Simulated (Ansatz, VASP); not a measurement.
## P: VASP beside Ansatz

Contents of INCAR:

```
SYSTEM = P
PREC = Accurate
ENCUT = 400
EDIFF = 1E-8
ISMEAR = -1
SIGMA = 0.08
LREAL = .FALSE.
LASPH = .TRUE.
NELM = 120
ALGO = Normal
ISIF = 2
LWAVE = .FALSE.
LCHARG = .FALSE.
GGA = PS
LEFG = .TRUE.
NBANDS = 8
GGA_COMPAT = .FALSE.
```

Contents of KPOINTS:

```
regular mesh
0
G
  10 10 9
  0 0 0
```

File POSCAR:

```
P
1.0
    4.3012030652      0.0000000000      0.0000000000
    0.0000000000      4.3012030652      0.0000000000
    0.0000000000      0.0000000000      4.4069942224
P
1
Direct
    0.0000000000      0.0000000000      0.0000000000
```

Input for Ansatz:

```yaml
crystal:
  lattice:
    - [4.3012030652, 0.0, 0.0]
    - [0.0, 4.3012030652, 0.0]
    - [0.0, 0.0, 4.4069942224]
  atoms:
    - { symbol: P, position: [0.0, 0.0, 0.0] }
kpoints:
  mp_grid: { grid: [10, 10, 9] }
scf:
  occupations: { method: fermi_dirac, width: 0.08 }
hamiltonian:
  xc: pbesol
  pseudopotentials: { kind: all_electron, datasets: crystal }
output:
  forces: true
  stress: true
  eigenvalues: true
  efg: { contact_densities: true }
```

Change from the starting cell: volume scaled by 1.02, crystal datasets.

Alike in both runs: task electric field gradients; functional PBEsol; k mesh 10 × 10 × 9; occupations fermi-dirac, width 0.08 eV; no spin polarisation.

|  | VASP | Ansatz |
| --- | --- | --- |
| version | VASP 6.6.1 | Ansatz 0.2.0 |
| potentials or method | VASP PAW PBE potentials, release 64 (P), cutoff 400 eV | all-electron PAW with datasets made for the crystal, scalar-relativistic |

|  | VASP | Ansatz | Ansatz less VASP |
| --- | --- | --- | --- |
| pressure (GPa) | -3.6 | -3.6 | 0.00 |
| traceless stress, the component that is largest in VASP (GPa) | 0.30 | 0.30 | -0.001 |
| size of Vzz on the site where it differs most (V/Å²) | 0.8 | 0.7 | -0.06 |

VASP's potentials were made for PBE, not for PBEsol. Ansatz ran all-electron here, and VASP with PAW potentials.
